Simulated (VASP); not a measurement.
# CdF2 (P-4m2) in VASP: relaxation of cell and atoms with PBE

Aim: the relaxation of cell and atoms of CdF2 with PBE.

All numbers are computed with VASP 6.6.1; they aren't measurements. Logs are shortened: lines on timing, memory, paths and dates and some standing lists are left out, and cuts for length are marked.

**1. The cell of the first run**

Symmetry: P-4m2, No. 115, tetragonal system. The conventional cell has a = 3.852 Å, b = 3.852 Å, c = 5.560 Å, α = 90.00°, β = 90.00°, γ = 90.00°. Cd (site symmetry -4m2) has 4 F at 2.15 Å within 2.8 Å. Within 2.8 Å of F (site symmetry 2mm) lie 2 Cd at 2.15 Å.

**2. Relaxation of cell and atoms, PBE (atoms taken out)**

File INCAR:

```
  PREC = Accurate
  ENCUT = 700
  EDIFF = 1E-7
  ISMEAR = 0
  SIGMA = 0.02
  LREAL = F
  LASPH = T
  NELM = 120
  ALGO = Normal
  ISIF = 3
  LWAVE = F
  LCHARG = F
  GGA = PE
  IBRION = 2
  NSW = 100
  EDIFFG = -0.01
  GGA_COMPAT = F
  NELMIN = 4
```

File KPOINTS:

```
regular mesh
0
Gamma
  6 6 4
```

File POSCAR:

```
CdF2
1.0
    3.8524944417      0.0000000000      0.0000000000
    0.0000000000      3.8524944417      0.0000000000
    0.0000000000      0.0000000000      5.5599671426
Cd F
1 2
Direct
    0.0000000000      0.0000000000      0.0000000000
    0.5000000000      0.0000000000      0.1712881996
    0.0000000000      0.5000000000      0.8287118004
```

Potentials or basis: VASP PAW PBE potentials, release 64 (Cd_sv_GW, F).

Launch:

```sh
> cat potpaw_PBE.64/Cd_sv_GW/POTCAR potpaw_PBE.64/F/POTCAR > POTCAR
> mpirun -np 1 vasp_std > vasp.out
```

OUTCAR:

```text
PREC = Accurate
   ENCUT = 700
   EDIFF = 1E-7
   ISMEAR = 0
   LREAL = F
   LASPH = T
   NELM = 120
   ISIF = 3
   GGA = PE
   IBRION = 2
   NSW = 100
   EDIFFG = -0.01
   NELMIN = 4

 ion  position               nearest neighbor table
   1  0.000  0.000  0.000-   2 2.15   3 2.15   3 2.15   2 2.15
   2  0.500  0.000  0.171-   1 2.15   1 2.15
   3  0.000  0.500  0.829-   1 2.15   1 2.15

  LATTYP: Found a simple tetragonal cell.
 ALAT       =     3.8524944417
 C/A-ratio  =     1.4432122425

  Lattice vectors:

 A1 = (   3.8524944417,   0.0000000000,   0.0000000000)
 A2 = (   0.0000000000,   3.8524944417,   0.0000000000)
 A3 = (   0.0000000000,   0.0000000000,   5.5599671426)

Analysis of symmetry for initial positions (statically):
=====================================================================
 Subroutine PRICEL returns:
 Original cell was already a primitive cell.

 Routine SETGRP: Setting up the symmetry group for a
 simple tetragonal supercell.

 Subroutine GETGRP returns: Found  8 space group operations
 (whereof  8 operations were pure point group operations)
 out of a pool of 16 trial point group operations.

The static configuration has the point symmetry D_2d.

Analysis of symmetry for dynamics (positions and initial velocities):
=====================================================================
 Subroutine PRICEL returns:
 Original cell was already a primitive cell.

 Routine SETGRP: Setting up the symmetry group for a
 simple tetragonal supercell.

 Subroutine GETGRP returns: Found  8 space group operations
 (whereof  8 operations were pure point group operations)
 out of a pool of 16 trial point group operations.

The dynamic configuration has the point symmetry D_2d.

 Subroutine INISYM returns: Found  8 space group operations
 (whereof  8 operations are pure point group operations),
 and found     1 'primitive' translations

----------------------------------------------------------------------------------------

                                     Primitive cell

  volume of cell :      82.5194

  direct lattice vectors                    reciprocal lattice vectors
     3.852494442  0.000000000  0.000000000     0.259572081  0.000000000  0.000000000
     0.000000000  3.852494442  0.000000000     0.000000000  0.259572081  0.000000000
     0.000000000  0.000000000  5.559967143     0.000000000  0.000000000  0.179857178

  length of vectors
     3.852494442  3.852494442  5.559967143     0.259572081  0.259572081  0.179857178

  position of ions in fractional coordinates (direct lattice)
     0.000000000  0.000000000  0.000000000
     0.500000000  0.000000000  0.171288200
     0.000000000  0.500000000  0.828711800

  ion indices of the primitive-cell ions
   primitive index   ion index
                 1           1
                 2           2
                 3           3

----------------------------------------------------------------------------------------

 KPOINTS: regular mesh

Automatic generation of k-mesh.
 Grid dimensions read from file:
 generate k-points for:    6    6    4

 Generating k-lattice:

  Cartesian coordinates                     Fractional coordinates (reciprocal lattice)
     0.043262014  0.000000000  0.000000000     0.166666667  0.000000000  0.000000000
     0.000000000  0.043262014  0.000000000     0.000000000  0.166666667  0.000000000
     0.000000000  0.000000000  0.044964294     0.000000000  0.000000000  0.250000000

  Length of vectors
     0.043262014  0.043262014  0.044964294

  Shift w.r.t. Gamma in fractional coordinates (k-lattice)
     0.000000000  0.000000000  0.000000000

 Subroutine IBZKPT returns following result:
 ===========================================

 Found     30 irreducible k-points:

 Following reciprocal coordinates:
            Coordinates               Weight
  0.000000  0.000000  0.000000      1.000000
  0.166667  0.000000  0.000000      4.000000
  0.333333  0.000000  0.000000      4.000000
  0.500000  0.000000  0.000000      2.000000
  0.166667  0.166667  0.000000      4.000000
  0.333333  0.166667  0.000000      8.000000
[... 16 lines left out ...]
  0.333333  0.000000  0.500000      4.000000
  0.500000  0.000000  0.500000      2.000000
 [... further k-points ...]
   k-points           NKPTS =     30   k-points in BZ     NKDIM =     30   number of bands    NBANDS=     21
   number of dos      NEDOS =    301   number of ions     NIONS =      3
   total plane-waves  NPLWV =  62208
   dimension x,y,z NGX =    36 NGY =   36 NGZ =   48
   dimension x,y,z NGXF=    72 NGYF=   72 NGZF=   96
   ions per type =               1   2
   NGX,Y,Z   is equivalent  to a cutoff of  15.54, 15.54, 14.35 a.u.
   NGXF,Y,Z  is equivalent  to a cutoff of  31.07, 31.07, 28.70 a.u.
 SYSTEM =  unknown system
   PREC   = accura    normal or accurate (medium, high low for compatibility)
   ISTART =      0    job   : 0-new  1-cont  2-samecut
   ICHARG =      2    charge: 1-file 2-atom 10-const
   ISPIN  =      1    spin polarized calculation?
   LNONCOLLINEAR =      F non collinear calculations
   LSORBIT =      F    spin-orbit coupling
   LASPH  =      T    aspherical Exc in radial PAW
   ENCUT  =  700.0 eV  51.45 Ry    7.17 a.u.   8.31  8.31 11.99*2*pi/ulx,y,z
   NELM   =    120;   NELMIN=  4; NELMDL= -5     # of ELM steps
   EDIFF  = 0.1E-06   stopping-criterion for ELM
   LREAL  =      F    real-space projection
   EDIFFG = -.1E-01   stopping-criterion for IOM
   NSW    =    100    number of steps for IOM
   IBRION =      2    ionic relax: 0-MD 1-quasi-New 2-CG
   NFREE  =      1    steps in history (QN), initial steepest desc. (CG)
   ISIF   =      3    stress and relaxation
   ISYM   =      2    0-nonsym 1-usesym 2-fastsym
   POTIM  = 0.5000    time-step for ionic-motion
   TEBEG  =    0.0;   TEEND  =   0.0 temperature during run
   PSTRESS=    0.0 pullay stress
   NELECT =      34.0000    total number of electrons
   NUPDOWN=      -1.0000    fix difference up-down
   EMIN   =  10.00;   EMAX   =-10.00  energy-range for DOS
   EFERMI =   0.00;   METHOD = LEGACY
   ISMEAR =     0;   SIGMA  =   0.02  broadening in eV -4-tet -1-fermi 0-gaus
   EFERMI_NEDOS =   21; number of points for ismear=-14 and -15
   IALGO  =     38    algorithm
   IMIX   =      4    mixing-type and parameters
     AMIX     =   0.40;   BMIX     =  1.00
     AMIX_MAG =   1.60;   BMIX_MAG =  1.00
  volume/ion in A,a.u.               =      27.51       185.62
  Fermi-wavevector in a.u.,A,eV,Ry     =   1.218192  2.302049 20.190931  1.483992
  Thomas-Fermi vector in A             =   2.353487
   LORBIT       =      0    0 simple, 1 ext, 2 COOP (PROOUT), +10 PAW based schemes
   GGA     = PE    functional components
   LHFCALC =     F    Hartree Fock is set to
   AEXX    =    0.0000 exact exchange contribution
   IVDW    =     0    specifies the selected vdW correction
   LEPSILON=     F    determine dielectric tensor
   LRPA    =     F    only Hartree local field effects (RPA)
 conjugate gradient relaxation of ions
 non-spin polarized calculation
 Gauss-broadening in eV      SIGMA  =   0.02
  energy-cutoff  :      700.00
  volume of cell :       82.52
 maximum number of plane-waves:      3496
 NGX is ok and might be reduce to    36
   NGX = 17   NGY = 17   NGZ = 23

--------------------------------------- Ionic step        1  -------------------------------------------

 number of electron      33.9999996 magnetization

 Free energy of the ion-electron system (eV)
  ---------------------------------------------------
  ext. energy  EPLUGINS =         0.00000000
  ---------------------------------------------------
  free energy    TOTEN  =       -10.35360693 eV

  energy without entropy =      -10.35360693  energy(sigma->0) =      -10.35360693

------------------------ aborting loop because EDIFF is reached ----------------------------------------

  FORCE on cell =-STRESS in cart. coord.  units (eV):
  Direction    XX          YY          ZZ          XY          YZ          ZX
  --------------------------------------------------------------------------------------
  -------------------------------------------------------------------------------------
  Total       -0.1065483     -0.1065483     -0.2440690      0.0000000      0.0000000     -0.0000000
  in kB       -2.0687158     -2.0687158     -4.7387834      0.0000000      0.0000000     -0.0000000
  external PRESSURE =      -2.9587383 kB  Pullay stress =       0.0000000 kB
[... 92 lines left out ...]
  FREE ENERGIE OF THE ION-ELECTRON SYSTEM (eV)
  ---------------------------------------------------
  free  energy   TOTEN  =       -10.3545169769 eV

  energy  without entropy=      -10.3545169769  energy(sigma->0) =      -10.35451698

[... ionic steps 4 to 39 ...]

--------------------------------------- Ionic step       40  -------------------------------------------

 number of electron      33.9999993 magnetization

------------------------ aborting loop because EDIFF is reached ----------------------------------------

  FORCE on cell =-STRESS in cart. coord.  units (eV):
  Direction    XX          YY          ZZ          XY          YZ          ZX
  --------------------------------------------------------------------------------------
  -------------------------------------------------------------------------------------
  Total        0.0650600      0.0650600     -0.0385003      0.0000000      0.0000000      0.0000000
  in kB        2.2410830      2.2410830     -1.3261973      0.0000000      0.0000000      0.0000000
  external PRESSURE =       1.0519896 kB  Pullay stress =       0.0000000 kB
[... 59 lines left out ...]
  energy  without entropy=      -10.5327428668  energy(sigma->0) =      -10.53274287

--------------------------------------- Ionic step       42  -------------------------------------------

 number of electron      33.9999993 magnetization

 Free energy of the ion-electron system (eV)
  ---------------------------------------------------
  ext. energy  EPLUGINS =         0.00000000
  ---------------------------------------------------
  free energy    TOTEN  =       -10.53283645 eV

  energy without entropy =      -10.53283645  energy(sigma->0) =      -10.53283645

 E-fermi :  -0.9285     XC(G=0):  -9.5344

 val. band max:       -1.0535265292   @ k =   0.5000   0.5000   0.5000
 cond. band min:       1.5429354133   @ k =   0.0000   0.0000   0.0000
 fundamental gap:      2.5964619425
 Fermi energy:        -0.9284757904

 k-point     1 :       0.0000    0.0000    0.0000
  band No.  band energies     occupation
      1     -99.7999      2.00000
      2     -60.9426      2.00000
      3     -60.8662      2.00000
      4     -60.8662      2.00000
      5     -21.1310      2.00000
      6     -20.6737      2.00000
[... 550 lines left out ...]
      5     -20.8024      2.00000
      6     -20.7997      2.00000
[... 13 lines left out ...]
     20       9.1281      0.00000
     21      12.9376      0.00000

 [... further k-points ...]
[... 5 lines left out ...]
  --------------------------------------------------------------------------------------
  -------------------------------------------------------------------------------------
  Total       -0.0253374     -0.0253374     -0.0150582      0.0000000      0.0000000     -0.0000000
  in kB       -0.8680317     -0.8680317     -0.5158794      0.0000000      0.0000000     -0.0000000
  external PRESSURE =      -0.7506476 kB  Pullay stress =       0.0000000 kB
[... 18 lines left out ...]
  FREE ENERGIE OF THE ION-ELECTRON SYSTEM (eV)
  ---------------------------------------------------
  free  energy   TOTEN  =       -10.5328364534 eV

  energy  without entropy=      -10.5328364534  energy(sigma->0) =      -10.53283645

 reached required accuracy - stopping structural energy minimisation
```

It took 38 min on 1 thread of Intel Xeon Platinum 8488C (Sapphire Rapids), shared host; peak memory 0.3 GiB.

What came out:

```yaml
Free_energy: -10.5328 eV
Relaxed_volume: 15.59 Å³/atom
Relaxed_cell: a = 3.774 Å, b = 3.774 Å, c = 3.284 Å, α = 90.00°, β = 90.00°, γ = 90.00°
Space_group_after_relaxing_to_0.1_Å: P-4m2 (No. 115)
Energy_gained_by_relaxing: 59.7 meV/atom
Ionic_steps: 42
Pressure_after_relaxing: -0.1 GPa
Largest_force_after_relaxing: 0.005 eV/Å
Band_gap_on_the_k_mesh: 2.60 eV (least direct gap 2.73 eV)
```

Forces in eV/Å, atoms in the order of the input:
```
Cd   0.000  0.000  0.000
F    0.000  0.000 -0.005
F    0.000  0.000  0.005
```

Step by step:
```csv
step,energy change (eV),largest force (eV/Å),pressure (GPa),volume (Å³)
1,0.0000,0.0119,-0.30,82.52
3,-0.0009,0.0498,0.10,81.67
5,-0.0039,0.0598,0.09,80.75
7,-0.0154,0.1074,0.08,76.49
9,-0.0259,0.1456,-0.24,69.99
11,-0.0314,0.0533,-1.20,68.26
13,-0.0420,0.0511,-1.34,65.92
15,-0.0879,0.1383,-1.29,56.67
17,-0.0732,0.3008,0.18,55.05
19,-0.0699,0.3587,0.74,52.67
21,-0.0681,0.3717,0.89,51.98
23,-0.0756,0.3391,0.79,49.41
25,-0.1238,0.1923,-0.39,48.68
27,-0.1767,0.0046,0.19,45.71
29,-0.1775,0.0191,0.07,45.76
31,-0.1779,0.0287,0.06,45.80
33,-0.1782,0.0269,0.11,45.86
35,-0.1784,0.0524,-0.41,46.70
37,-0.1787,0.0365,-0.14,46.36
39,-0.1790,0.0059,0.23,46.58
41,-0.1791,0.0065,0.12,46.58
42,-0.1792,0.0045,-0.08,46.77
```

Final structure:
```cif
data_structure
_symmetry_space_group_name_H-M 'P 1'
_symmetry_Int_Tables_number 1
_cell_length_a 3.7740
_cell_length_b 3.7740
_cell_length_c 3.2835
_cell_angle_alpha 90.000
_cell_angle_beta 90.000
_cell_angle_gamma 90.000
_cell_volume 46.77
loop_
_atom_site_label
_atom_site_type_symbol
_atom_site_fract_x
_atom_site_fract_y
_atom_site_fract_z
_atom_site_occupancy
Cd1 Cd 0.00000 0.00000 0.00000 1
F1 F 0.50000 0.00000 0.33576 1
F2 F 0.00000 0.50000 0.66424 1
```

Levels at points of the mesh, in eV from the valence-band top:
| k point | band 13 | band 14 | band 15 | band 16 | band 17 | band 18 | band 19 | band 20 | band 21 |
| --- | --- | --- | --- | --- | --- | --- | --- | --- | --- |
| (0.00, 0.00, 0.00) | -1.77 | -0.87 | -0.38 | -0.14 | -0.14 | 2.60 | 12.22 | 13.04 | 14.06 |
| (0.50, 0.00, 0.00) | -1.24 | -1.03 | -0.72 | -0.51 | -0.42 | 5.59 | 8.28 | 14.26 | 14.38 |
| (0.50, 0.50, 0.00) | -1.14 | -0.70 | -0.70 | -0.24 | -0.05 | 7.77 | 9.05 | 9.05 | 12.53 |
| (0.00, 0.00, 0.50) | -0.55 | -0.55 | -0.47 | -0.45 | -0.45 | 6.93 | 7.59 | 13.44 | 13.44 |
| (0.50, 0.00, 0.50) | -2.17 | -0.44 | -0.44 | -0.41 | -0.34 | 6.80 | 9.55 | 10.18 | 13.99 |
| (0.50, 0.50, 0.50) | -1.94 | -1.84 | -1.84 | -1.29 | 0.00 | 7.79 | 10.59 | 12.01 | 12.01 |

Caveat: the cell differs from its parent crystal (atoms taken out); the volume moved by over 15 % at a fixed basis, so the end points are rough.
